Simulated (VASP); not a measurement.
# InP (I4/mmm) in VASP: notebook

Runs on InP. Level: PBE. Tasks: single point.

Program: VASP 6.6.1. These are calculated values, not measurements. Logs are shortened: lines on timing, memory, paths and dates and some standing lists are left out, and cuts for length are marked.

### 1 The cell of the first run

It takes space group I4/mmm (No. 139, tetragonal). The conventional cell has a = 4.256 Å, b = 4.256 Å, c = 4.695 Å, α = 90.00°, β = 90.00°, γ = 90.00°. Within 3.1 Å of In (site symmetry 4/mmm) lie 6 P at 2.35 to 3.01 Å. P (site symmetry 4/mmm) has 6 In at 2.35 to 3.01 Å within 3.1 Å.

### 2 Single point, PBE

INCAR

```
  PREC = Accurate
  ENCUT = 520
  EDIFF = 1E-6
  ISMEAR = 0
  SIGMA = 0.15
  LREAL = F
  LASPH = T
  NELM = 100
  ALGO = Normal
  ISIF = 2
  LWAVE = F
  LCHARG = F
  GGA = PE
  NBANDS = 16
```

KPOINTS

```
regular mesh
0
Gamma
  20 20 20
```

POSCAR

```
InP
1.0
    0.0000000000      3.0093547400      2.3472966972
    3.0093547400      0.0000000000      2.3472966972
    3.0093547400      3.0093547400      0.0000000000
In P
1 1
Direct
    0.0000000000      0.0000000000      0.0000000000
    0.5000000000      0.5000000000      0.5000000000
```

Potentials or basis: VASP PAW PBE potentials, release 64 (In_d, P).

On the command line:

```bash
cat potpaw_PBE.64/In_d/POTCAR potpaw_PBE.64/P/POTCAR > POTCAR
mpirun -np 1 vasp_std > vasp.out
```

OUTCAR:

```text
PREC = Accurate
   ENCUT = 520
   EDIFF = 1E-6
   ISMEAR = 0
   LREAL = F
   LASPH = T
   NELM = 100
   ISIF = 2
   GGA = PE

 ion  position               nearest neighbor table
   1  0.000  0.000  0.000-   2 2.35   2 2.35   2 3.01   2 3.01   2 3.01   2 3.01
   2  0.500  0.500  0.500-   1 2.35   1 2.35   1 3.01   1 3.01   1 3.01   1 3.01

  LATTYP: Found a body centered tetragonal cell.
 ALAT       =     4.2558702873
 C/A-ratio  =     1.1030865787

  Lattice vectors:

 A1 = (   0.0000000000,  -3.0093547400,  -2.3472966972)
 A2 = (   0.0000000000,   3.0093547400,  -2.3472966972)
 A3 = (   3.0093547400,   0.0000000000,   2.3472966972)

Analysis of symmetry for initial positions (statically):
=====================================================================
 Subroutine PRICEL returns:
 Original cell was already a primitive cell.

 Routine SETGRP: Setting up the symmetry group for a
 body centered tetragonal supercell.

 Subroutine GETGRP returns: Found 16 space group operations
 (whereof 16 operations were pure point group operations)
 out of a pool of 16 trial point group operations.

The static configuration has the point symmetry D_4h.

Analysis of symmetry for dynamics (positions and initial velocities):
=====================================================================
 Subroutine PRICEL returns:
 Original cell was already a primitive cell.

 Routine SETGRP: Setting up the symmetry group for a
 body centered tetragonal supercell.

 Subroutine GETGRP returns: Found 16 space group operations
 (whereof 16 operations were pure point group operations)
 out of a pool of 16 trial point group operations.

The dynamic configuration has the point symmetry D_4h.

 Subroutine INISYM returns: Found 16 space group operations
 (whereof 16 operations are pure point group operations),
 and found     1 'primitive' translations

----------------------------------------------------------------------------------------

                                     Primitive cell

  volume of cell :      42.5153

  direct lattice vectors                    reciprocal lattice vectors
     0.000000000  3.009354740  2.347296697    -0.166148574  0.166148574  0.213010993
     3.009354740  0.000000000  2.347296697     0.166148574 -0.166148574  0.213010993
     3.009354740  3.009354740  0.000000000     0.166148574  0.166148574 -0.213010993

  length of vectors
     3.816545262  3.816545262  4.255870287     0.317150407  0.317150407  0.317150407

  position of ions in fractional coordinates (direct lattice)
     0.000000000  0.000000000  0.000000000
     0.500000000  0.500000000  0.500000000

  ion indices of the primitive-cell ions
   primitive index   ion index
                 1           1
                 2           2

----------------------------------------------------------------------------------------

 KPOINTS: regular mesh

Automatic generation of k-mesh.
 Grid dimensions read from file:
 generate k-points for:   20   20   20

 Generating k-lattice:

  Cartesian coordinates                     Fractional coordinates (reciprocal lattice)
    -0.008307429  0.008307429  0.010650550     0.050000000  0.000000000  0.000000000
     0.008307429 -0.008307429  0.010650550     0.000000000  0.050000000  0.000000000
     0.008307429  0.008307429 -0.010650550    -0.000000000 -0.000000000  0.050000000

  Length of vectors
     0.015857520  0.015857520  0.015857520

  Shift w.r.t. Gamma in fractional coordinates (k-lattice)
     0.000000000  0.000000000  0.000000000

 Subroutine IBZKPT returns following result:
 ===========================================

 Found    641 irreducible k-points:

 Following reciprocal coordinates:
            Coordinates               Weight
  0.000000  0.000000  0.000000      1.000000
  0.050000  0.000000  0.000000      8.000000
  0.100000  0.000000  0.000000      8.000000
  0.150000  0.000000  0.000000      8.000000
  0.200000  0.000000  0.000000      8.000000
  0.250000  0.000000  0.000000      8.000000
[... 16 lines left out ...]
 -0.400000  0.050000  0.000000      8.000000
 -0.350000  0.050000  0.000000      8.000000
 [... further k-points ...]
   k-points           NKPTS =    641   k-points in BZ     NKDIM =    641   number of bands    NBANDS=     16
   number of dos      NEDOS =    301   number of ions     NIONS =      2
   total plane-waves  NPLWV =  25088
   dimension x,y,z NGX =    28 NGY =   28 NGZ =   32
   dimension x,y,z NGXF=    56 NGYF=   56 NGZF=   64
   ions per type =               1   1
   NGX,Y,Z   is equivalent  to a cutoff of  12.20, 12.20, 12.50 a.u.
   NGXF,Y,Z  is equivalent  to a cutoff of  24.39, 24.39, 25.00 a.u.
 SYSTEM =  unknown system
   PREC   = accura    normal or accurate (medium, high low for compatibility)
   ISTART =      0    job   : 0-new  1-cont  2-samecut
   ICHARG =      2    charge: 1-file 2-atom 10-const
   ISPIN  =      1    spin polarized calculation?
   LNONCOLLINEAR =      F non collinear calculations
   LSORBIT =      F    spin-orbit coupling
   LASPH  =      T    aspherical Exc in radial PAW
   ENCUT  =  520.0 eV  38.22 Ry    6.18 a.u.   7.10  7.10  7.91*2*pi/ulx,y,z
   NELM   =    100;   NELMIN=  2; NELMDL= -5     # of ELM steps
   EDIFF  = 0.1E-05   stopping-criterion for ELM
   LREAL  =      F    real-space projection
   EDIFFG = 0.1E-04   stopping-criterion for IOM
   NSW    =      0    number of steps for IOM
   IBRION =     -1    ionic relax: 0-MD 1-quasi-New 2-CG
   NFREE  =      0    steps in history (QN), initial steepest desc. (CG)
   ISIF   =      2    stress and relaxation
   ISYM   =      2    0-nonsym 1-usesym 2-fastsym
   POTIM  = 0.5000    time-step for ionic-motion
   TEBEG  =    0.0;   TEEND  =   0.0 temperature during run
   PSTRESS=    0.0 pullay stress
   NELECT =      18.0000    total number of electrons
   NUPDOWN=      -1.0000    fix difference up-down
   EMIN   =  10.00;   EMAX   =-10.00  energy-range for DOS
   EFERMI =   0.00;   METHOD = LEGACY
   ISMEAR =     0;   SIGMA  =   0.15  broadening in eV -4-tet -1-fermi 0-gaus
   EFERMI_NEDOS =   21; number of points for ismear=-14 and -15
   IALGO  =     38    algorithm
   IMIX   =      4    mixing-type and parameters
     AMIX     =   0.40;   BMIX     =  1.00
     AMIX_MAG =   1.60;   BMIX_MAG =  1.00
  volume/ion in A,a.u.               =      21.26       143.45
  Fermi-wavevector in a.u.,A,eV,Ry     =   1.229280  2.323002 20.560156  1.511129
  Thomas-Fermi vector in A             =   2.364173
   LORBIT       =      0    0 simple, 1 ext, 2 COOP (PROOUT), +10 PAW based schemes
   GGA     = PE    functional components
   LHFCALC =     F    Hartree Fock is set to
   AEXX    =    0.0000 exact exchange contribution
   IVDW    =     0    specifies the selected vdW correction
   LEPSILON=     F    determine dielectric tensor
   LRPA    =     F    only Hartree local field effects (RPA)
 non-spin polarized calculation
 Gauss-broadening in eV      SIGMA  =   0.15
  energy-cutoff  :      520.00
  volume of cell :       42.52
 maximum number of plane-waves:      1159
   NGX = 15   NGY = 15   NGZ = 15

 number of electron      18.0000000 magnetization

 Free energy of the ion-electron system (eV)
  ---------------------------------------------------
  ext. energy  EPLUGINS =         0.00000000
  ---------------------------------------------------
  free energy    TOTEN  =        -7.10775456 eV

  energy without entropy =       -7.09351059  energy(sigma->0) =       -7.10063258

 E-fermi :   7.0049     XC(G=0): -10.3132

 val. band max:        7.0041697726   @ k =   0.5000   0.2500   0.2000
 cond. band min:       7.0059998100   @ k =  -0.4000   0.2500   0.0000
 fundamental gap:      0.0018300375
 Fermi energy:         7.0048690856

 k-point     1 :       0.0000    0.0000    0.0000
  band No.  band energies     occupation
      1      -7.9424      2.00000
      2      -7.4882      2.00000
      3      -7.4882      2.00000
      4      -7.4225      2.00000
      5      -7.3416      2.00000
      6      -4.9077      2.00000
[... 8 lines left out ...]
     15      14.9440      0.00000
     16      15.5975      0.00000

 k-point     2 :       0.0500    0.0000    0.0000
  band No.  band energies     occupation
      1      -7.9379      2.00000
      2      -7.4872      2.00000
      3      -7.4869      2.00000
      4      -7.4217      2.00000
      5      -7.3420      2.00000
      6      -4.8839      2.00000
[... 8 lines left out ...]
     15      15.2865      0.00000
     16      15.4692      0.00000

 k-point     3 :       0.1000    0.0000    0.0000
  band No.  band energies     occupation
      1      -7.9250      2.00000
      2      -7.4846      2.00000
      3      -7.4841      2.00000
      4      -7.4184      2.00000
      5      -7.3429      2.00000
      6      -4.8121      2.00000
[... 8 lines left out ...]
     15      15.2831      0.00000
     16      16.0645      0.00000

 k-point     4 :       0.1500    0.0000    0.0000
  band No.  band energies     occupation
      1      -7.9057      2.00000
      2      -7.4823      2.00000
      3      -7.4808      2.00000
      4      -7.4108      2.00000
      5      -7.3442      2.00000
      6      -4.6912      2.00000
[... 8 lines left out ...]
     15      15.2334      0.00000
     16      17.0045      0.00000
[... 324 lines left out ...]
 k-point    22 :      -0.4500    0.0500    0.0000
  band No.  band energies     occupation
      1      -7.8219      2.00000
      2      -7.5037      2.00000
      3      -7.4665      2.00000
      4      -7.3448      2.00000
      5      -7.3181      2.00000
      6      -3.1890      2.00000
[... 8 lines left out ...]
     15      17.9532      0.00000
     16      19.0407      0.00000

 k-point    23 :      -0.4000    0.0500    0.0000
  band No.  band energies     occupation
      1      -7.8397      2.00000
      2      -7.5004      2.00000
      3      -7.4664      2.00000
      4      -7.3445      2.00000
      5      -7.3284      2.00000
      6      -3.3818      2.00000
[... 8 lines left out ...]
     15      17.5171      0.00000
     16      18.2582      0.00000

 k-point    24 :      -0.3500    0.0500    0.0000
  band No.  band energies     occupation
      1      -7.8601      2.00000
      2      -7.4954      2.00000
      3      -7.4669      2.00000
      4      -7.3444      2.00000
      5      -7.3439      2.00000
      6      -3.6470      2.00000
[... 8 lines left out ...]
     15      17.4200      0.00000
     16      17.7267      0.00000

 [... further k-points ...]

------------------------ aborting loop because EDIFF is reached ----------------------------------------

  FORCE on cell =-STRESS in cart. coord.  units (eV):
  Direction    XX          YY          ZZ          XY          YZ          ZX
  --------------------------------------------------------------------------------------
  -------------------------------------------------------------------------------------
  Total       -1.0238724     -1.0238724     10.4207547      0.0000000      0.0000000      0.0000000
  in kB      -38.5843925    -38.5843925    392.7037067      0.0000000      0.0000000      0.0000000
  external PRESSURE =     105.1783072 kB  Pullay stress =       0.0000000 kB

 VOLUME and BASIS-vectors are now :
 -----------------------------------------------------------------------------
  energy-cutoff  :      520.00
  volume of cell :       42.52
      direct lattice vectors                 reciprocal lattice vectors
     0.000000000  3.009354740  2.347296697    -0.166148574  0.166148574  0.213010993
     3.009354740  0.000000000  2.347296697     0.166148574 -0.166148574  0.213010993
     3.009354740  3.009354740  0.000000000     0.166148574  0.166148574 -0.213010993

 POSITION                                       TOTAL-FORCE (eV/Angst)
 -----------------------------------------------------------------------------------
      0.00000      0.00000      0.00000        -0.000000      0.000000      0.000000
      3.00935      3.00935      2.34730         0.000000     -0.000000     -0.000000
 -----------------------------------------------------------------------------------
    total drift:                                0.000000      0.000000      0.000000

  FREE ENERGIE OF THE ION-ELECTRON SYSTEM (eV)
  ---------------------------------------------------
  free  energy   TOTEN  =        -7.1077545582 eV

  energy  without entropy=       -7.0935105942  energy(sigma->0) =       -7.10063258
```

It took 8.5 min on 1 thread of AMD EPYC 7R13, shared host; peak memory 0.48 GiB.

Results:

```yaml
Free_energy: -7.1078 eV
Pressure: 10.5 GPa
Band_gap_on_the_k_mesh: zero (bands 9 and 10 overlap by 3.24 eV)
```

Stress tensor (GPa, compression positive):
```
-3.86  0.00  0.00
 0.00 -3.86  0.00
 0.00  0.00 39.27
```

Caveat: the stress differs along the axes, from -4 to 39 GPa; spin-orbit coupling is left out, which moves the levels of the heavy elements.

(Continued in part 2 of 2.)
